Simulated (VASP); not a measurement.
# SnO2 (Pnnm) in VASP: settings compared, part 2 of 2

VASP 6.6.1. Earlier steps stand in the parts before.

**3. Single point, LDA**

This run uses another cell than the first one, of 11.86 Å³/atom.

INCAR

```
SYSTEM = SnO2
ALGO     = Normal         ! electronic algorithm
EDIFF    = 1E-6           ! SCF threshold, eV
ENCUT    = 520            ! plane-wave cutoff, eV
ISIF     = 2              ! what is computed and relaxed
ISMEAR   = -1             ! smearing method
LASPH    = .TRUE.         ! aspherical terms in the spheres
LCHARG   = .FALSE.        ! write CHGCAR
LREAL    = .FALSE.        ! projectors in reciprocal space
LWAVE    = .FALSE.        ! write WAVECAR
NBANDS   = 35             ! bands
NELM     = 80             ! most SCF steps
PREC     = Accurate       ! precision mode
SIGMA    = 0.05           ! smearing width, eV
```

KPOINTS

```
k-points
0
G
  6 6 8
  0 0 0
```

POSCAR

```
SnO2
1.0
    4.7217220466      0.0000000000      0.0000000000
    0.0000000000      4.7231820944      0.0000000000
    0.0000000000      0.0000000000      3.1905032283
Sn O
2 4
Direct
    0.0000000000      0.0000000000      0.0000000000
    0.5000000000      0.5000000000      0.5000000000
    0.6940071991      0.6938589194      0.0000000000
    0.1940071991      0.8061410806      0.5000000000
    0.8059928009      0.1938589194      0.5000000000
    0.3059928009      0.3061410806      0.0000000000
```

Potentials or basis: VASP PAW LDA potentials, release 64 (Sn_d, O).

Launch:

```sh
$ cat potpaw_LDA.64/Sn_d/POTCAR potpaw_LDA.64/O/POTCAR > POTCAR
$ mpirun -np 1 vasp_std > vasp.out
```

OUTCAR:

```text
SYSTEM = SnO2
   EDIFF = 1E-6
   ENCUT = 520
   ISIF = 2
   ISMEAR = -1
   LASPH = .TRUE.
   LREAL = .FALSE.
   NELM = 80
   PREC = Accurate

 ion  position               nearest neighbor table
   1  0.000  0.000  0.000-   3 2.04   6 2.04   5 2.05   4 2.05   4 2.05   5 2.05   2 3.70   2 3.70
                             2 3.70   2 3.70   2 3.70   2 3.70   2 3.70   2 3.70
   2  0.500  0.500  0.500-   4 2.04   5 2.04   3 2.05   6 2.05   3 2.05   6 2.05   1 3.70   1 3.70
                             1 3.70   1 3.70   1 3.70   1 3.70   1 3.70   1 3.70
   3  0.694  0.694  0.000-   1 2.04   2 2.05   2 2.05
   4  0.194  0.806  0.500-   2 2.04   1 2.05   1 2.05
[... 1125 lines left out ...]
  Total        0.4096302      0.4012647      0.6065937      0.0000000      0.0000000      0.0000000
  in kB        9.2237653      9.0353977     13.6588516      0.0000000      0.0000000      0.0000000
  external PRESSURE =      10.6393382 kB  Pullay stress =       0.0000000 kB

 VOLUME and BASIS-vectors are now :
 -----------------------------------------------------------------------------
  energy-cutoff  :      520.00
  volume of cell :       71.15
      direct lattice vectors                 reciprocal lattice vectors
     4.721722047  0.000000000  0.000000000     0.211787138  0.000000000  0.000000000
     0.000000000  4.723182094  0.000000000     0.000000000  0.211721670  0.000000000
     0.000000000  0.000000000  3.190503228     0.000000000  0.000000000  0.313430180

 POSITION                                       TOTAL-FORCE (eV/Angst)
 -----------------------------------------------------------------------------------
      0.00000      0.00000      0.00000         0.000000      0.000000      0.000000
      2.36086      2.36159      1.59525         0.000000      0.000000      0.000000
      3.27691      3.27722      0.00000         0.014428      0.014527      0.000000
      0.91605      3.80755      1.59525         0.014428     -0.014527      0.000000
      3.80567      0.91563      1.59525        -0.014428      0.014527      0.000000
      1.44481      1.44596      0.00000        -0.014428     -0.014527      0.000000
 -----------------------------------------------------------------------------------
    total drift:                                0.000000      0.000000      0.000000

  FREE ENERGIE OF THE ION-ELECTRON SYSTEM (eV)
  ---------------------------------------------------
  free  energy   TOTEN  =       -42.2799157451 eV

  energy  without entropy=      -42.2799156713  energy(sigma->0) =      -42.27991571
```

OSZICAR:

```text
N       E                     dE             d eps       ncg     rms          rms(c)
DAV:   1     0.627086924394E+03    0.62709E+03   -0.25705E+04  6246   0.233E+03
DAV:   2     0.518981560428E+02   -0.57519E+03   -0.54293E+03  5984   0.613E+02
DAV:   3    -0.434118771462E+02   -0.95310E+02   -0.93625E+02  6107   0.207E+02
DAV:   4    -0.483274068612E+02   -0.49155E+01   -0.48800E+01  7056   0.507E+01
DAV:   5    -0.484577135270E+02   -0.13031E+00   -0.13012E+00  7099   0.871E+00    0.159E+01
DAV:   6    -0.423483007044E+02    0.61094E+01   -0.16855E+01  8914   0.644E+01    0.642E+00
DAV:   7    -0.423738715830E+02   -0.25571E-01   -0.19538E+00  6412   0.787E+00    0.320E+00
DAV:   8    -0.422943046002E+02    0.79567E-01   -0.21012E-01  8645   0.422E+00    0.721E-01
DAV:   9    -0.422797876069E+02    0.14517E-01   -0.32167E-02  9270   0.301E+00    0.129E-01
DAV:  10    -0.422799011611E+02   -0.11355E-03   -0.33312E-03  7458   0.462E-01    0.497E-02
DAV:  11    -0.422799153757E+02   -0.14215E-04   -0.13360E-04  8987   0.125E-01    0.213E-02
DAV:  12    -0.422799183964E+02   -0.30207E-05   -0.14078E-05  6678   0.257E-02    0.135E-02
DAV:  13    -0.422799156773E+02    0.27191E-05   -0.86424E-06  6998   0.427E-02    0.154E-03
DAV:  14    -0.422799157451E+02   -0.67799E-07   -0.75919E-07  3628   0.745E-03
   1 F= -.42279916E+02 E0= -.42279916E+02  d E =-.738152E-07
```

Wall time 2.1 min (1 thread of Intel Xeon Platinum 8375C at 2.90GHz (Ice Lake), shared host); peak memory 0.26 GiB.

What came out:

| Quantity | Value |
| --- | --- |
| Free energy | -42.2799 eV |
| Pressure | 1.1 GPa |
| Largest force | 0.020 eV/Å |
| Band gap on the k mesh | 1.20 eV |

Forces on the atoms (eV/Å):
```
Sn   0.000  0.000  0.000
Sn   0.000  0.000  0.000
O    0.014  0.015  0.000
O    0.014 -0.015  0.000
O   -0.014  0.015  0.000
O   -0.014 -0.015  0.000
```

Levels at points of the mesh, in eV from the valence-band top:
```csv
k point,band 22,band 23,band 24,band 25,band 26,band 27,band 28,band 29,band 30,band 31
"(0.00, 0.00, 0.00)",-1.28,-1.28,-0.81,-0.81,0.00,1.20,5.96,6.07,6.08,10.11
"(0.50, 0.00, 0.00)",-2.03,-1.24,-1.24,-0.65,-0.65,4.35,4.35,6.83,6.83,10.83
"(0.00, 0.50, 0.00)",-2.04,-1.24,-1.24,-0.65,-0.65,4.36,4.36,6.83,6.83,10.83
"(0.50, 0.50, 0.00)",-2.07,-1.36,-1.36,-0.92,-0.92,4.74,4.74,7.32,7.32,10.83
"(0.00, 0.00, 0.50)",-2.71,-1.73,-1.73,-1.29,-1.29,6.07,6.07,9.54,9.54,10.40
"(0.50, 0.00, 0.50)",-1.79,-1.14,-1.14,-0.72,-0.72,6.36,6.36,7.90,7.90,10.76
"(0.00, 0.50, 0.50)",-1.79,-1.14,-1.14,-0.72,-0.72,6.36,6.36,7.90,7.90,10.77
"(0.50, 0.50, 0.50)",-2.44,-0.99,-0.99,-0.85,-0.85,4.73,4.73,8.64,8.64,10.77
```

Caveat: spin-orbit coupling is left out, which moves the levels of the heavy elements.
